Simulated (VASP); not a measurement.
# Si5F (P6/mmm) in VASP: single point with PBE

Aim: the single point of Si5F with PBE.

Program: VASP 6.6.1. These are calculated values, not measurements. Logs are shortened: lines on timing, memory, paths and dates and some standing lists are left out, and cuts for length are marked.

### Step 1. The cell of the first run

It takes space group P6/mmm (No. 191, hexagonal). The conventional cell has a = 3.428 Å, b = 3.428 Å, c = 6.485 Å, α = 90.00°, β = 90.00°, γ = 120.00°. Within 2.6 Å of Si (site symmetry -6m2) lie 3 Si at 1.98 Å and 3 F at 1.98 Å. Si (site symmetry 6mm) has 1 Si at 1.08 Å within 1.5 Å. Within 1.5 Å of Si (site symmetry 6/mmm) lie 2 Si at 1.08 Å. Within 2.6 Å of F (site symmetry 6/mmm) lie 8 Si at 1.98 to 2.16 Å.

### Step 2. Single point, PBE

Contents of INCAR:

```
ALGO     = Normal         # electronic algorithm
EDIFF    = 1E-7           # SCF threshold, eV
ENCUT    = 520            # plane-wave cutoff, eV
GGA      = PE             # functional
ISIF     = 2              # what is computed and relaxed
ISMEAR   = 0              # smearing method
LASPH    = T              # aspherical terms in the spheres
LCHARG   = F              # write CHGCAR
LREAL    = F              # projectors in reciprocal space
LWAVE    = F              # write WAVECAR
NBANDS   = 22             # bands
NELM     = 80             # most SCF steps
PREC     = Accurate       # precision mode
SIGMA    = 0.1            # smearing width, eV
```

Contents of KPOINTS:

```
k-points
0
Gamma
  6 6 4
```

Contents of POSCAR:

```
Si5F
1.0
    3.4279270900      0.0000000000      0.0000000000
   -1.7139635500      2.9686719500      0.0000000000
    0.0000000000      0.0000000000      6.4851272600
Si F
5 1
Direct
    0.3333333300      0.6666666700      0.0000000000
    0.6666666700      0.3333333300      0.0000000000
    0.0000000000      0.0000000000      0.6668583600
    0.0000000000      0.0000000000      0.3331416400
    0.0000000000      0.0000000000      0.5000000000
    0.0000000000      0.0000000000      0.0000000000
```

Potentials or basis: VASP PAW PBE potentials, release 64 (Si, F).

The run is started by

```sh
$ cat potpaw_PBE.64/Si/POTCAR potpaw_PBE.64/F/POTCAR > POTCAR
$ mpirun -np 1 vasp_std > vasp.out
```

OUTCAR:

```text
EDIFF = 1E-7
   ENCUT = 520
   GGA = PE
   ISIF = 2
   ISMEAR = 0
   LASPH = T
   LREAL = F
   NELM = 80
   PREC = Accurate

 ion  position               nearest neighbor table
   1  0.333  0.667  0.000-   2 1.98   6 1.98   2 1.98   6 1.98   6 1.98   2 1.98   4 2.93   3 2.93
                             3 2.93   4 2.93   3 2.93   4 2.93
   2  0.667  0.333  0.000-   1 1.98   6 1.98   1 1.98   6 1.98   6 1.98   1 1.98   4 2.93   3 2.93
                             4 2.93   3 2.93   4 2.93   3 2.93
   3  0.000  0.000  0.667-   5 1.08   6 2.16   4 2.16   2 2.93   1 2.93   2 2.93   1 2.93   2 2.93
                             1 2.93
   4  0.000  0.000  0.333-   5 1.08   6 2.16   3 2.16   2 2.93   1 2.93   2 2.93   1 2.93   2 2.93
                             1 2.93
   5  0.000  0.000  0.500-   3 1.08   4 1.08
   6  0.000  0.000  0.000-   1 1.98   2 1.98   2 1.98   1 1.98   2 1.98   1 1.98   3 2.16   4 2.16

 -----------------------------------------------------------------------------
|                                                                             |
|           W    W    AA    RRRRR   N    N  II  N    N   GGGG   !!!           |
|           W    W   A  A   R    R  NN   N  II  NN   N  G    G  !!!           |
|           W    W  A    A  R    R  N N  N  II  N N  N  G       !!!           |
|           W WW W  AAAAAA  RRRRR   N  N N  II  N  N N  G  GGG   !            |
|           WW  WW  A    A  R   R   N   NN  II  N   NN  G    G                |
|           W    W  A    A  R    R  N    N  II  N    N   GGGG   !!!           |
|                                                                             |
|     The distance between some ions is very small. Please check the          |
|     nearest-neighbor list in the OUTCAR file.                               |
|     I HOPE YOU KNOW WHAT YOU ARE DOING!                                     |
|                                                                             |
 -----------------------------------------------------------------------------

  LATTYP: Found a hexagonal cell.
 ALAT       =     3.4279270900
 C/A-ratio  =     1.8918509903

  Lattice vectors:

 A1 = (   3.4279270900,   0.0000000000,   0.0000000000)
 A2 = (  -1.7139635500,   2.9686719500,   0.0000000000)
 A3 = (   0.0000000000,   0.0000000000,   6.4851272600)

Analysis of symmetry for initial positions (statically):
=====================================================================
 Subroutine PRICEL returns:
 Original cell was already a primitive cell.

 Routine SETGRP: Setting up the symmetry group for a
 hexagonal supercell.

 Subroutine GETGRP returns: Found 24 space group operations
 (whereof 24 operations were pure point group operations)
 out of a pool of 24 trial point group operations.

The static configuration has the point symmetry D_6h.

Analysis of symmetry for dynamics (positions and initial velocities):
=====================================================================
 Subroutine PRICEL returns:
 Original cell was already a primitive cell.

 Routine SETGRP: Setting up the symmetry group for a
 hexagonal supercell.

 Subroutine GETGRP returns: Found 24 space group operations
 (whereof 24 operations were pure point group operations)
 out of a pool of 24 trial point group operations.

The dynamic configuration has the point symmetry D_6h.

 Subroutine INISYM returns: Found 24 space group operations
 (whereof 24 operations are pure point group operations),
 and found     1 'primitive' translations

----------------------------------------------------------------------------------------

                                     Primitive cell

  volume of cell :      65.9952

  direct lattice vectors                    reciprocal lattice vectors
     3.427927090  0.000000000  0.000000000     0.291721490  0.168425481  0.000000000
    -1.713963550  2.968671950  0.000000000     0.000000000  0.336850961  0.000000000
     0.000000000  0.000000000  6.485127260     0.000000000  0.000000000  0.154198979

  length of vectors
     3.427927090  3.427927099  6.485127260     0.336850962  0.336850961  0.154198979

  position of ions in fractional coordinates (direct lattice)
     0.333333330  0.666666670  0.000000000
     0.666666670  0.333333330  0.000000000
     0.000000000  0.000000000  0.666858360
     0.000000000  0.000000000  0.333141640
     0.000000000  0.000000000  0.500000000
     0.000000000  0.000000000  0.000000000

  ion indices of the primitive-cell ions
   primitive index   ion index
                 1           1
                 2           2
                 3           3
                 4           4
                 5           5
                 6           6

----------------------------------------------------------------------------------------

 KPOINTS: k-points

Automatic generation of k-mesh.
 Grid dimensions read from file:
 generate k-points for:    6    6    4

 Generating k-lattice:

  Cartesian coordinates                     Fractional coordinates (reciprocal lattice)
     0.048620248  0.028070914  0.000000000     0.166666667  0.000000000  0.000000000
     0.000000000  0.056141827  0.000000000     0.000000000  0.166666667  0.000000000
     0.000000000  0.000000000  0.038549745     0.000000000  0.000000000  0.250000000

  Length of vectors
     0.056141827  0.056141827  0.038549745

  Shift w.r.t. Gamma in fractional coordinates (k-lattice)
     0.000000000  0.000000000  0.000000000

 Subroutine IBZKPT returns following result:
 ===========================================

 Found     21 irreducible k-points:

 Following reciprocal coordinates:
            Coordinates               Weight
  0.000000  0.000000  0.000000      1.000000
  0.166667  0.000000  0.000000      6.000000
  0.333333  0.000000  0.000000      6.000000
  0.500000  0.000000  0.000000      3.000000
  0.166667  0.166667  0.000000      6.000000
  0.333333  0.166667  0.000000     12.000000
[... 13 lines left out ...]
  0.333333  0.166667  0.500000     12.000000
  0.333333  0.333333  0.500000      2.000000
   k-points           NKPTS =     21   k-points in BZ     NKDIM =     21   number of bands    NBANDS=     22
   number of dos      NEDOS =    301   number of ions     NIONS =      6
   total plane-waves  NPLWV =  37632
   dimension x,y,z NGX =    28 NGY =   28 NGZ =   48
   dimension x,y,z NGXF=    56 NGYF=   56 NGZF=   96
   ions per type =               5   1
   NGX,Y,Z   is equivalent  to a cutoff of  13.58, 13.58, 12.30 a.u.
   NGXF,Y,Z  is equivalent  to a cutoff of  27.16, 27.16, 24.61 a.u.
 SYSTEM =  unknown system
   PREC   = accura    normal or accurate (medium, high low for compatibility)
   ISTART =      0    job   : 0-new  1-cont  2-samecut
   ICHARG =      2    charge: 1-file 2-atom 10-const
   ISPIN  =      1    spin polarized calculation?
   LNONCOLLINEAR =      F non collinear calculations
   LSORBIT =      F    spin-orbit coupling
   LASPH  =      T    aspherical Exc in radial PAW
   ENCUT  =  520.0 eV  38.22 Ry    6.18 a.u.   6.37  6.37 12.06*2*pi/ulx,y,z
   NELM   =     80;   NELMIN=  2; NELMDL= -5     # of ELM steps
   EDIFF  = 0.1E-06   stopping-criterion for ELM
   LREAL  =      F    real-space projection
   EDIFFG = 0.1E-05   stopping-criterion for IOM
   NSW    =      0    number of steps for IOM
   IBRION =     -1    ionic relax: 0-MD 1-quasi-New 2-CG
   NFREE  =      0    steps in history (QN), initial steepest desc. (CG)
   ISIF   =      2    stress and relaxation
   ISYM   =      2    0-nonsym 1-usesym 2-fastsym
   POTIM  = 0.5000    time-step for ionic-motion
   TEBEG  =    0.0;   TEEND  =   0.0 temperature during run
   PSTRESS=    0.0 pullay stress
   NELECT =      27.0000    total number of electrons
   NUPDOWN=      -1.0000    fix difference up-down
   EMIN   =  10.00;   EMAX   =-10.00  energy-range for DOS
   EFERMI =   0.00;   METHOD = LEGACY
   ISMEAR =     0;   SIGMA  =   0.10  broadening in eV -4-tet -1-fermi 0-gaus
   EFERMI_NEDOS =   21; number of points for ismear=-14 and -15
   IALGO  =     38    algorithm
   IMIX   =      4    mixing-type and parameters
     AMIX     =   0.40;   BMIX     =  1.00
     AMIX_MAG =   1.60;   BMIX_MAG =  1.00
  volume/ion in A,a.u.               =      11.00        74.23
  Fermi-wavevector in a.u.,A,eV,Ry     =   1.215324  2.296629 20.095966  1.477012
  Thomas-Fermi vector in A             =   2.350715
   LORBIT       =      0    0 simple, 1 ext, 2 COOP (PROOUT), +10 PAW based schemes
   GGA     = PE    functional components
   LHFCALC =     F    Hartree Fock is set to
   AEXX    =    0.0000 exact exchange contribution
   IVDW    =     0    specifies the selected vdW correction
   LEPSILON=     F    determine dielectric tensor
   LRPA    =     F    only Hartree local field effects (RPA)
 non-spin polarized calculation
 Gauss-broadening in eV      SIGMA  =   0.10
  energy-cutoff  :      520.00
  volume of cell :       66.00
 maximum number of plane-waves:      1801
 NGX is ok and might be reduce to    28
   NGX = 13   NGY = 13   NGZ = 25

 number of electron      27.0000000 magnetization

 Free energy of the ion-electron system (eV)
  ---------------------------------------------------
  ext. energy  EPLUGINS =         0.00000000
  ---------------------------------------------------
  free energy    TOTEN  =        76.54051347 eV

  energy without entropy =       76.54780950  energy(sigma->0) =       76.54416148

 E-fermi :  10.9409     XC(G=0): -11.4710

 val. band max:       10.9100483599   @ k =   0.3333   0.0000   0.0000
 cond. band min:      11.0666609148   @ k =   0.1667   0.0000   0.0000
 fundamental gap:      0.1566125549
 Fermi energy:        10.9408690106

 k-point     1 :       0.0000    0.0000    0.0000
  band No.  band energies     occupation
      1     -18.2492      2.00000
      2      -1.6174      2.00000
      3      -1.4784      2.00000
      4      -0.4845      2.00000
      5      -0.4845      2.00000
      6       1.0027      2.00000
[... 14 lines left out ...]
     21      18.3845      0.00000
     22      18.3845      0.00000

 k-point     2 :       0.1667    0.0000    0.0000
  band No.  band energies     occupation
      1     -18.1830      2.00000
      2      -2.2457      2.00000
      3      -1.2475      2.00000
      4      -0.6830      2.00000
      5      -0.6683      2.00000
      6       2.3723      2.00000
[... 14 lines left out ...]
     21      17.3803      0.00000
     22      18.3315      0.00000

 k-point     3 :       0.3333    0.0000    0.0000
  band No.  band energies     occupation
      1     -18.0470      2.00000
      2      -3.3474      2.00000
      3      -0.9963      2.00000
      4      -0.7141      2.00000
      5       0.1478      2.00000
      6       3.7938      2.00000
[... 14 lines left out ...]
     21      18.2796      0.00000
     22      18.5785      0.00000
[... 401 lines left out ...]
 k-point    20 :       0.3333    0.1667    0.5000
  band No.  band energies     occupation
      1     -17.9775      2.00000
      2      -3.4781      2.00000
      3      -1.7804      2.00000
      4      -0.7921      2.00000
      5       1.8982      2.00000
      6       3.4901      2.00000
[... 14 lines left out ...]
     21      18.1082      0.00000
     22      18.6473      0.00000

 k-point    21 :       0.3333    0.3333    0.5000
  band No.  band energies     occupation
      1     -17.9430      2.00000
      2      -2.9049      2.00000
      3      -2.9049      2.00000
      4      -0.5497      2.00000
      5       2.4316      2.00000
      6       3.7232      2.00000
[... 14 lines left out ...]
     21      18.0351      0.00000
     22      19.9720      0.00000

------------------------ aborting loop because EDIFF is reached ----------------------------------------

  FORCE on cell =-STRESS in cart. coord.  units (eV):
  Direction    XX          YY          ZZ          XY          YZ          ZX
  --------------------------------------------------------------------------------------
  -------------------------------------------------------------------------------------
  Total       44.3423950     44.3423952    329.4357974     -0.0000001      0.0000000     -0.0000000
  in kB     1076.5084440   1076.5084497   7997.7731856     -0.0000018      0.0000000     -0.0000000
  external PRESSURE =    3383.5966931 kB  Pullay stress =       0.0000000 kB

 VOLUME and BASIS-vectors are now :
 -----------------------------------------------------------------------------
  energy-cutoff  :      520.00
  volume of cell :       66.00
      direct lattice vectors                 reciprocal lattice vectors
     3.427927090  0.000000000  0.000000000     0.291721490  0.168425481  0.000000000
    -1.713963550  2.968671950  0.000000000     0.000000000  0.336850961  0.000000000
     0.000000000  0.000000000  6.485127260     0.000000000  0.000000000  0.154198979

 POSITION                                       TOTAL-FORCE (eV/Angst)
 -----------------------------------------------------------------------------------
     -0.00000      1.97911      0.00000        -0.000000     -0.000000      0.000000
      1.71396      0.98956      0.00000         0.000000     -0.000000      0.000000
      0.00000      0.00000      4.32466        -0.000000      0.000000    145.477598
      0.00000      0.00000      2.16047         0.000000     -0.000000   -145.477598
      0.00000      0.00000      3.24256         0.000000     -0.000000      0.000000
      0.00000      0.00000      0.00000         0.000000     -0.000000      0.000000
 -----------------------------------------------------------------------------------
    total drift:                               -0.000000     -0.000000     -0.000000

  FREE ENERGIE OF THE ION-ELECTRON SYSTEM (eV)
  ---------------------------------------------------
  free  energy   TOTEN  =        76.5405134665 eV

  energy  without entropy=       76.5478094983  energy(sigma->0) =       76.54416148
```

It took 32 s on 1 thread of Intel Xeon Platinum 8488C (Sapphire Rapids), shared host; peak memory 0.18 GiB.

What came out:

```
Free energy   : 76.5405 eV
Pressure      : 338.4 GPa
Largest force : 145.478 eV/Å
```

Forces on the atoms (eV/Å):
```
Si     0.000    0.000    0.000
Si     0.000    0.000    0.000
Si     0.000    0.000  145.478
Si     0.000    0.000 -145.478
Si     0.000    0.000    0.000
F      0.000    0.000    0.000
```

Stress tensor (GPa, compression positive):
```
107.65   0.00   0.00
  0.00 107.65   0.00
  0.00   0.00 799.78
```

Caveat: an odd number of electrons without spin polarisation forces a metal; a magnetic or distorted state may lie lower.
